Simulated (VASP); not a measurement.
# Mo (Fd-3m) in VASP: relaxation of cell and atoms with PBE

Aim: the relaxation of cell and atoms of Mo with PBE.

Program: VASP 6.6.1. These are calculated values, not measurements. Logs are shortened: lines on timing, memory, paths and dates and some standing lists are left out, and cuts for length are marked.

### 1 The cell of the first run

Symmetry: Fd-3m, No. 227, cubic system. Conventional cell: a = 5.329 Å, b = 5.329 Å, c = 5.329 Å, α = 90.00°, β = 90.00°, γ = 90.00°. Within 3.0 Å of Mo (site symmetry -43m) lie 4 Mo at 2.31 Å.

This isn't the form of Mo at room conditions, which is bcc.

### 2 Relaxation of cell and atoms, PBE, target pressure 31 GPa, at which the enthalpy is minimised

INCAR reads:

```
SYSTEM = Mo
  PREC = Accurate
  ENCUT = 600
  EDIFF = 1E-7
  ISMEAR = -1
  SIGMA = 0.05
  LREAL = .False.
  LASPH = .True.
  NELM = 80
  ALGO = Normal
  ISIF = 3
  LWAVE = .False.
  LCHARG = .False.
  GGA = PE
  IBRION = 2
  NSW = 32
  EDIFFG = -0.005
  PSTRESS = 310.0
```

KPOINTS reads:

```
Automatic mesh
0
Gamma
  13 13 13
  0 0 0
```

POSCAR reads:

```
Mo
1.0
    0.0000000000      2.6644259278      2.6644259278
    2.6644259278      0.0000000000      2.6644259278
    2.6644259278      2.6644259278      0.0000000000
Mo
2
Direct
   -0.1250000000     -0.1250000000     -0.1250000000
    0.1250000000      0.1250000000      0.1250000000
```

Potentials or basis: VASP PAW PBE potentials, release 64 (Mo_sv).

Started as:

```
$ cat potpaw_PBE.64/Mo_sv/POTCAR > POTCAR
$ mpirun -np 1 vasp_std > vasp.out
```

OUTCAR:

```text
SYSTEM = Mo
   PREC = Accurate
   ENCUT = 600
   EDIFF = 1E-7
   ISMEAR = -1
   LREAL = .False.
   LASPH = .True.
   NELM = 80
   ISIF = 3
   GGA = PE
   IBRION = 2
   NSW = 32
   EDIFFG = -0.005
   PSTRESS = 310.0

 ion  position               nearest neighbor table
   1  0.875  0.875  0.875-   2 2.31   2 2.31   2 2.31   2 2.31
   2  0.125  0.125  0.125-   1 2.31   1 2.31   1 2.31   1 2.31

  LATTYP: Found a face centered cubic cell.
 ALAT       =     5.3288518556

  Lattice vectors:

 A1 = (   0.0000000000,   2.6644259278,   2.6644259278)
 A2 = (   2.6644259278,   0.0000000000,   2.6644259278)
 A3 = (   2.6644259278,   2.6644259278,   0.0000000000)

Analysis of symmetry for initial positions (statically):
=====================================================================
 Subroutine PRICEL returns:
 Original cell was already a primitive cell.

 Routine SETGRP: Setting up the symmetry group for a
 face centered cubic supercell.

 Subroutine GETGRP returns: Found 48 space group operations
 (whereof 12 operations were pure point group operations)
 out of a pool of 48 trial point group operations.

The static configuration has the point symmetry D_3d.
 The point group associated with its full space group is O_h .

Analysis of symmetry for dynamics (positions and initial velocities):
=====================================================================
 Subroutine PRICEL returns:
 Original cell was already a primitive cell.

 Routine SETGRP: Setting up the symmetry group for a
 face centered cubic supercell.

 Subroutine GETGRP returns: Found 48 space group operations
 (whereof 12 operations were pure point group operations)
 out of a pool of 48 trial point group operations.

The dynamic configuration has the point symmetry D_3d.
 The point group associated with its full space group is O_h .

 Subroutine INISYM returns: Found 48 space group operations
 (whereof 12 operations are pure point group operations),
 and found     1 'primitive' translations

----------------------------------------------------------------------------------------

                                     Primitive cell

  volume of cell :      37.8304

  direct lattice vectors                    reciprocal lattice vectors
     0.000000000  2.664425928  2.664425928    -0.187657684  0.187657684  0.187657684
     2.664425928  0.000000000  2.664425928     0.187657684 -0.187657684  0.187657684
     2.664425928  2.664425928  0.000000000     0.187657684  0.187657684 -0.187657684

  length of vectors
[... 91 lines left out ...]
   TEBEG  =    0.0;   TEEND  =   0.0 temperature during run
   PSTRESS=  310.0 pullay stress
   NELECT =      28.0000    total number of electrons
   NUPDOWN=      -1.0000    fix difference up-down
   EMIN   =  10.00;   EMAX   =-10.00  energy-range for DOS
   EFERMI =   0.00;   METHOD = LEGACY
   ISMEAR =    -1;   SIGMA  =   0.05  broadening in eV -4-tet -1-fermi 0-gaus
   EFERMI_NEDOS =   21; number of points for ismear=-14 and -15
   IALGO  =     38    algorithm
   IMIX   =      4    mixing-type and parameters
     AMIX     =   0.40;   BMIX     =  1.00
     AMIX_MAG =   1.60;   BMIX_MAG =  1.00
  volume/ion in A,a.u.               =      18.92       127.65
  Fermi-wavevector in a.u.,A,eV,Ry     =   1.480860  2.798419 29.836827  2.192945
  Thomas-Fermi vector in A             =   2.594841
   LORBIT       =      0    0 simple, 1 ext, 2 COOP (PROOUT), +10 PAW based schemes
   GGA     = PE    functional components
   LHFCALC =     F    Hartree Fock is set to
   AEXX    =    0.0000 exact exchange contribution
   IVDW    =     0    specifies the selected vdW correction
   LEPSILON=     F    determine dielectric tensor
   LRPA    =     F    only Hartree local field effects (RPA)
 conjugate gradient relaxation of ions
 non-spin polarized calculation
  energy-cutoff  :      600.00
  volume of cell :       37.83
 maximum number of plane-waves:      1283
 NGX is ok and might be reduce to    30
   NGX = 15   NGY = 15   NGZ = 15

--------------------------------------- Ionic step        1  -------------------------------------------

 number of electron      27.9999998 magnetization

 Free energy of the ion-electron system (eV)
  ---------------------------------------------------
  ext. energy  EPLUGINS =         0.00000000
  ---------------------------------------------------
  free energy    TOTEN  =       -16.71704969 eV

  energy without entropy =      -16.69823590  energy(sigma->0) =      -16.70764280

------------------------ aborting loop because EDIFF is reached ----------------------------------------

  FORCE on cell =-STRESS in cart. coord.  units (eV):
  Direction    XX          YY          ZZ          XY          YZ          ZX
  --------------------------------------------------------------------------------------
  -------------------------------------------------------------------------------------
  Total        7.5822353      7.5822353      7.5822353      0.0000000      0.0000000      0.0000000
  in kB      321.1196565    321.1196565    321.1196565      0.0000000      0.0000000      0.0000000
  external PRESSURE =      11.1196565 kB  Pullay stress =     310.0000000 kB
[... 63 lines left out ...]
--------------------------------------- Ionic step        3  -------------------------------------------

 number of electron      28.0000000 magnetization

 Free energy of the ion-electron system (eV)
  ---------------------------------------------------
  ext. energy  EPLUGINS =         0.00000000
  ---------------------------------------------------
  free energy    TOTEN  =       -16.75409764 eV

  energy without entropy =      -16.73521957  energy(sigma->0) =      -16.74465860

 E-fermi :   9.2741     XC(G=0): -11.8217

 val. band max:        9.2640645732   @ k =  -0.3077   0.4615   0.2308
 cond. band min:       9.2806399647   @ k =  -0.4615   0.3846   0.0000
 fundamental gap:      0.0165753914
 Fermi energy:         9.2741068245

 k-point     1 :       0.0000    0.0000    0.0000
  band No.  band energies     occupation
      1     -51.5126      2.00000
      2     -50.2344      2.00000
      3     -26.0426      2.00000
      4     -26.0426      2.00000
      5     -26.0426      2.00000
      6     -24.2900      2.00000
[... 481 lines left out ...]
      5     -25.8079      2.00000
      6     -24.4845      2.00000
[... 10 lines left out ...]
     17      11.7839      0.00000
     18      13.3578      0.00000

 [... further k-points ...]

------------------------ aborting loop because EDIFF is reached ----------------------------------------

  FORCE on cell =-STRESS in cart. coord.  units (eV):
  Direction    XX          YY          ZZ          XY          YZ          ZX
  --------------------------------------------------------------------------------------
  -------------------------------------------------------------------------------------
  Total        7.3548393      7.3548393      7.3548393      0.0000000      0.0000000      0.0000000
  in kB      309.9476114    309.9476114    309.9476114      0.0000000      0.0000000      0.0000000
  external PRESSURE =      -0.0523886 kB  Pullay stress =     310.0000000 kB
[... 21 lines left out ...]
  energy  without entropy=      -16.7352195716  energy(sigma->0) =      -16.74465860

  enthalpy is  TOTEN    =        -9.3980152240 eV   P V=        7.3560824140

 reached required accuracy - stopping structural energy minimisation
```

Wall time 66 s (1 thread of Intel Xeon 6975P-C (Granite Rapids), shared host); peak memory 0.21 GiB.

Results:

```
Free energy                                                : -16.7541 eV
Relaxed volume                                             : 19.01 Å³/atom
Relaxed cell                                               : a = 3.774 Å, b = 3.774 Å, c = 3.774 Å, α = 60.00°, β = 60.00°, γ = 60.00°
Space group after relaxing (to 0.1 Å)                      : Fd-3m (No. 227)
Energy change on relaxing (the run minimises the enthalpy) : -18.5 meV/atom
Ionic steps                                                : 3
Pressure after relaxing                                    : 31.0 GPa
Band gap on the k mesh                                     : zero (bands 14 and 15 overlap by 0.56 eV)
```

The path:
```tsv
step	energy change (eV)	largest force (eV/Å)	pressure (GPa)	volume (Å³)
1	0.0000	0.0000	32.11	37.83
2	-0.1355	0.0000	27.96	38.55
3	-0.0370	0.0000	30.99	38.02
```

Final structure:
```cif
data_structure
_symmetry_space_group_name_H-M 'P 1'
_symmetry_Int_Tables_number 1
_cell_length_a 3.7743
_cell_length_b 3.7743
_cell_length_c 3.7743
_cell_angle_alpha 60.000
_cell_angle_beta 60.000
_cell_angle_gamma 60.000
_cell_volume 38.02
loop_
_atom_site_label
_atom_site_type_symbol
_atom_site_fract_x
_atom_site_fract_y
_atom_site_fract_z
_atom_site_occupancy
Mo1 Mo 0.87500 0.87500 0.87500 1
Mo2 Mo 0.12500 0.12500 0.12500 1
```

Caveat: the cell is relaxed towards a set pressure, so the run minimises the enthalpy, not the energy.
